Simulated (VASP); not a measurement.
# B4Pb5O11 in VASP: single point with PBE

Aim: the single point of B4Pb5O11 with PBE.

Everything below comes from runs of VASP 6.6.1. Logs are shortened: lines on timing, memory, paths and dates and some standing lists are left out, and cuts for length are marked.

## Step 1: The cell of the first run

The cell holds a disordered packing, 20 atoms: a = 7.730 Å, b = 6.925 Å, c = 6.827 Å, α = 92.64°, β = 106.01°, γ = 90.31°.

## Step 2: Single point, PBE

Contents of INCAR:

```
ALGO = Normal ; EDIFF = 1E-6
ENCUT = 520 ; GGA = PE
GGA_COMPAT = False ; ISIF = 2
ISMEAR = 0 ; ISYM = -1
LASPH = True ; LCHARG = False
LREAL = Auto ; LWAVE = False
NBANDS = 90 ; NELM = 120
PREC = Accurate ; SIGMA = 0.1
```

Contents of KPOINTS:

```
explicit points
1
Reciprocal
  0.25000000   0.25000000   0.25000000 1
```

Contents of POSCAR:

```
B4Pb5O11
1.0
    7.6664909254     -0.0206420162     -0.9860937876
   -0.0380870170      6.9236307235     -0.1473381186
   -1.0313143583     -0.1764865012      6.7462783686
Pb O B
5 11 4
Direct
    0.4352271640      0.0954480968      0.1589920970
    0.4748093107      0.6031044149      0.4210587119
    0.1787649338      0.4674422974      0.8724174204
    0.7276396355      0.4787242240      0.9722413921
    0.0159774625      0.9044467938      0.4936392243
    0.2771330766      0.3084494222      0.3079585962
    0.1326795144      0.8155398273     -0.1062874231
    0.7612855936      0.0903151540      0.8107146354
    0.9002340157      0.8792930364      1.0650078983
    0.6797021462      0.0693841572      0.4423218744
    0.2444362349      0.5213400267      0.5718603197
    0.1331630316      0.2019175524      0.5692535007
    0.2017978508      0.8542176376      0.2623690822
    0.4713567507      0.4205188151      0.0436299602
    0.6410438790      0.7629699833      0.8010506720
    0.6446459115      0.3635972743      0.6363175729
    0.0838685733      0.8507012404      0.0700679876
    0.6885881565      0.1728510754      0.6190373357
    0.7625100833      0.9051760965      0.8812097281
    0.2141147457      0.3336680692      0.4773045374
```

Potentials or basis: VASP PAW PBE potentials, release 64 (Pb_d, O, B).

The run is started by

```bash
$ cat potpaw_PBE.64/Pb_d/POTCAR potpaw_PBE.64/O/POTCAR potpaw_PBE.64/B/POTCAR > POTCAR
$ mpirun -np 1 vasp_std > vasp.out
```

OUTCAR:

```text
EDIFF = 1E-6
   ENCUT = 520
   GGA = PE
   ISIF = 2
   ISMEAR = 0
   ISYM = -1
   LASPH = True
   LREAL = Auto
   NELM = 120
   PREC = Accurate

 ion  position               nearest neighbor table
   1  0.435  0.095  0.159-   6 2.30  10 2.32  14 2.46  13 2.71  17 3.09   3 3.57   2 3.84   2 3.90
                             4 3.95
   2  0.475  0.603  0.421-  11 2.37  16 2.41   6 2.50  15 2.74  13 2.76  14 2.81  20 2.85   1 3.84
                             4 3.87   3 3.88   1 3.90   4 4.13
   3  0.179  0.467  0.872-  14 2.27  11 2.29   7 2.44  12 2.65  20 2.90  17 3.10   1 3.57   4 3.73
                             2 3.88   5 4.05   4 4.11
   4  0.728  0.479  0.972-  14 2.21  16 2.31  15 2.34   8 2.90   9 3.03  19 3.07  18 3.08   3 3.73
                             2 3.87   1 3.95   3 4.11   2 4.13
   5  0.016  0.904  0.494-  12 2.23  13 2.43   7 2.73  10 2.78   9 2.81  17 3.08   3 4.05
   6  0.277  0.308  0.308-  20 1.38   1 2.30   2 2.50
   7  0.133  0.816  0.894-  17 1.37   3 2.44   5 2.73
   8  0.761  0.090  0.811-  19 1.39  18 1.42   4 2.90
   9  0.900  0.879  0.065-  19 1.42  17 1.43   5 2.81   4 3.03
  10  0.680  0.069  0.442-  18 1.36   1 2.32   5 2.78
  11  0.244  0.521  0.572-  20 1.41   3 2.29   2 2.37
  12  0.133  0.202  0.569-  20 1.37   5 2.23   3 2.65
  13  0.202  0.854  0.262-  17 1.38   5 2.43   1 2.71   2 2.76
  14  0.471  0.421  0.044-   4 2.21   3 2.27   1 2.46   2 2.81
  15  0.641  0.763  0.801-  19 1.34   4 2.34   2 2.74
  16  0.645  0.364  0.636-  18 1.37   4 2.31   2 2.41
  17  0.084  0.851  0.070-   7 1.37  13 1.38   9 1.43   5 3.08   1 3.09   3 3.10
  18  0.689  0.173  0.619-  10 1.36  16 1.37   8 1.42   4 3.08
  19  0.763  0.905  0.881-  15 1.34   8 1.39   9 1.42   4 3.07
  20  0.214  0.334  0.477-  12 1.37   6 1.38  11 1.41   2 2.85   3 2.90

IMPORTANT INFORMATION: All symmetrisations will be switched off!
NOSYMM: (Re-)initialisation of all symmetry stuff for point group C_1.

----------------------------------------------------------------------------------------

                                     Primitive cell

  volume of cell :     350.8366

  direct lattice vectors                    reciprocal lattice vectors
     7.666490925 -0.020642016 -0.986093788     0.133061207  0.001165493  0.020371769
    -0.038087017  6.923630723 -0.147338119     0.000892977  0.144521164  0.003917267
    -1.031314358 -0.176486501  6.746278369     0.019468867  0.003326688  0.151293140

  length of vectors
     7.729675941  6.925302992  6.826934057     0.134616686  0.144577001  0.152576924

  position of ions in fractional coordinates (direct lattice)
     0.435227164  0.095448097  0.158992097
     0.474809311  0.603104415  0.421058712
     0.178764934  0.467442297  0.872417420
[... 80 lines left out ...]
   PSTRESS=    0.0 pullay stress
   NELECT =     148.0000    total number of electrons
   NUPDOWN=      -1.0000    fix difference up-down
   EMIN   =  10.00;   EMAX   =-10.00  energy-range for DOS
   EFERMI =   0.00;   METHOD = LEGACY
   ISMEAR =     0;   SIGMA  =   0.10  broadening in eV -4-tet -1-fermi 0-gaus
   EFERMI_NEDOS =   21; number of points for ismear=-14 and -15
   IALGO  =     38    algorithm
   IMIX   =      4    mixing-type and parameters
     AMIX     =   0.40;   BMIX     =  1.00
     AMIX_MAG =   1.60;   BMIX_MAG =  1.00
  volume/ion in A,a.u.               =      17.54       118.38
  Fermi-wavevector in a.u.,A,eV,Ry     =   1.227799  2.320203 20.510637  1.507489
  Thomas-Fermi vector in A             =   2.362748
   LORBIT       =      0    0 simple, 1 ext, 2 COOP (PROOUT), +10 PAW based schemes
   GGA     = PE    functional components
   LHFCALC =     F    Hartree Fock is set to
   AEXX    =    0.0000 exact exchange contribution
   IVDW    =     0    specifies the selected vdW correction
   LEPSILON=     F    determine dielectric tensor
   LRPA    =     F    only Hartree local field effects (RPA)
 non-spin polarized calculation
 Gauss-broadening in eV      SIGMA  =   0.10
  energy-cutoff  :      520.00
  volume of cell :      350.84
 maximum number of plane-waves:      9452
 NGX is ok and might be reduce to    60
   NGX = 29   NGY = 25   NGZ = 25

 number of electron     148.0000002 magnetization

 Free energy of the ion-electron system (eV)
  ---------------------------------------------------
  ext. energy  EPLUGINS =         0.00000000
  ---------------------------------------------------
  free energy    TOTEN  =      -134.80276248 eV

  energy without entropy =     -134.80276248  energy(sigma->0) =     -134.80276248

 E-fermi :   2.2310     XC(G=0):  -8.7490

 val. band max:        1.7280623726   @ k =   0.2500   0.2500   0.2500
 cond. band min:       5.3730898746   @ k =   0.2500   0.2500   0.2500
 fundamental gap:      3.6450275019
 Fermi energy:         2.2310434916

 k-point     1 :       0.2500    0.2500    0.2500
  band No.  band energies     occupation
      1     -18.2018      2.00000
      2     -17.4623      2.00000
      3     -17.1193      2.00000
      4     -16.3649      2.00000
      5     -16.0840      2.00000
      6     -15.8894      2.00000
[... 78 lines left out ...]
     85       7.6822      0.00000
     86       7.8787      0.00000
 [bands above 86 left out]

------------------------ aborting loop because EDIFF is reached ----------------------------------------

  FORCE on cell =-STRESS in cart. coord.  units (eV):
  Direction    XX          YY          ZZ          XY          YZ          ZX
  --------------------------------------------------------------------------------------
  -------------------------------------------------------------------------------------
  Total        0.1578848      0.2780299      0.3037937      0.1645088      0.0460248     -0.1049081
  in kB        0.7210180      1.2696885      1.3873449      0.7512681      0.2101832     -0.4790872
  external PRESSURE =       1.1260171 kB  Pullay stress =       0.0000000 kB

 VOLUME and BASIS-vectors are now :
 -----------------------------------------------------------------------------
  energy-cutoff  :      520.00
  volume of cell :      350.84
      direct lattice vectors                 reciprocal lattice vectors
     7.666490925 -0.020642016 -0.986093788     0.133061207  0.001165493  0.020371769
    -0.038087017  6.923630723 -0.147338119     0.000892977  0.144521164  0.003917267
    -1.031314358 -0.176486501  6.746278369     0.019468867  0.003326688  0.151293140

 POSITION                                       TOTAL-FORCE (eV/Angst)
 -----------------------------------------------------------------------------------
      3.16906      0.62380      0.62937        -0.004858     -0.025285     -0.034047
      3.18291      4.09156      2.28351         0.020857      0.021522      0.004345
      0.45296      3.07874      5.64042        -0.022143     -0.006413      0.009337
      4.55752      3.12790      5.77096         0.031491     -0.000105      0.006685
     -0.42105      6.17461      3.18121        -0.010993     -0.013213      0.017935
      1.79529      2.07552      1.75885         0.023105     -0.009071     -0.069190
[... 12 lines left out ...]
      4.90250      6.09584      5.05961        -0.034442      0.010253      0.048624
      1.13655      2.22154      2.95973         0.016352     -0.044146      0.005531
 -----------------------------------------------------------------------------------
    total drift:                               -0.009139      0.005451     -0.003399

  FREE ENERGIE OF THE ION-ELECTRON SYSTEM (eV)
  ---------------------------------------------------
  free  energy   TOTEN  =      -134.8027624752 eV

  energy  without entropy=     -134.8027624752  energy(sigma->0) =     -134.80276248
```

OSZICAR:

```text
N       E                     dE             d eps       ncg     rms          rms(c)
DAV:   1     0.199032842370E+04    0.19903E+04   -0.70114E+04   180   0.177E+03
DAV:   2     0.246681111073E+03   -0.17436E+04   -0.16565E+04   188   0.501E+02
DAV:   3    -0.127422890924E+03   -0.37410E+03   -0.36157E+03   220   0.253E+02
DAV:   4    -0.156260229935E+03   -0.28837E+02   -0.28536E+02   264   0.734E+01
DAV:   5    -0.156734431017E+03   -0.47420E+00   -0.46751E+00   200   0.902E+00    0.264E+01
DAV:   6    -0.135365816399E+03    0.21369E+02   -0.83722E+01   264   0.401E+01    0.983E+00
DAV:   7    -0.134989356307E+03    0.37646E+00   -0.88709E+00   224   0.106E+01    0.582E+00
DAV:   8    -0.134795523709E+03    0.19383E+00   -0.16533E+00   264   0.564E+00    0.243E+00
DAV:   9    -0.134788887136E+03    0.66366E-02   -0.23611E-01   216   0.236E+00    0.762E-01
DAV:  10    -0.134798705677E+03   -0.98185E-02   -0.72418E-02   264   0.128E+00    0.338E-01
DAV:  11    -0.134801017416E+03   -0.23117E-02   -0.11961E-02   264   0.627E-01    0.148E-01
DAV:  12    -0.134802014865E+03   -0.99745E-03   -0.28605E-03   232   0.301E-01    0.732E-02
DAV:  13    -0.134802561566E+03   -0.54670E-03   -0.81932E-04   224   0.123E-01    0.406E-02
DAV:  14    -0.134802723408E+03   -0.16184E-03   -0.25588E-04   208   0.735E-02    0.196E-02
DAV:  15    -0.134802756856E+03   -0.33449E-04   -0.61575E-05   208   0.355E-02    0.145E-02
DAV:  16    -0.134802759471E+03   -0.26148E-05   -0.22857E-05   192   0.239E-02    0.541E-03
DAV:  17    -0.134802762134E+03   -0.26626E-05   -0.95564E-06   216   0.156E-02    0.503E-03
DAV:  18    -0.134802762475E+03   -0.34142E-06   -0.19274E-06   152   0.755E-03
   1 F= -.13480276E+03 E0= -.13480276E+03  d E =-.581044E-12
```

Wall time 64 s (1 thread of Intel Xeon Platinum 8488C (Sapphire Rapids), shared host); peak memory 0.4 GiB.

Results:

```
Free energy   : -134.8028 eV
Pressure      : 0.1 GPa
Largest force : 0.100 eV/Å
```

Forces in eV/Å, atoms in the order of the input:
```
Pb  -0.005 -0.025 -0.034
Pb   0.021  0.022  0.004
Pb  -0.022 -0.006  0.009
Pb   0.031  0.000  0.007
Pb  -0.011 -0.013  0.018
O    0.023 -0.009 -0.069
O    0.031 -0.004 -0.073
O   -0.009  0.020 -0.006
O    0.022 -0.013  0.006
O    0.005 -0.043 -0.058
O    0.003  0.090  0.019
O   -0.044 -0.032  0.023
O    0.056 -0.003  0.083
O   -0.014 -0.001  0.018
O   -0.023 -0.030 -0.031
O   -0.039  0.067 -0.004
B   -0.046  0.009  0.017
B    0.039  0.007  0.016
B   -0.034  0.010  0.049
B    0.016 -0.044  0.006
```

Caveat: spin-orbit coupling is left out, which moves the levels of the heavy elements.
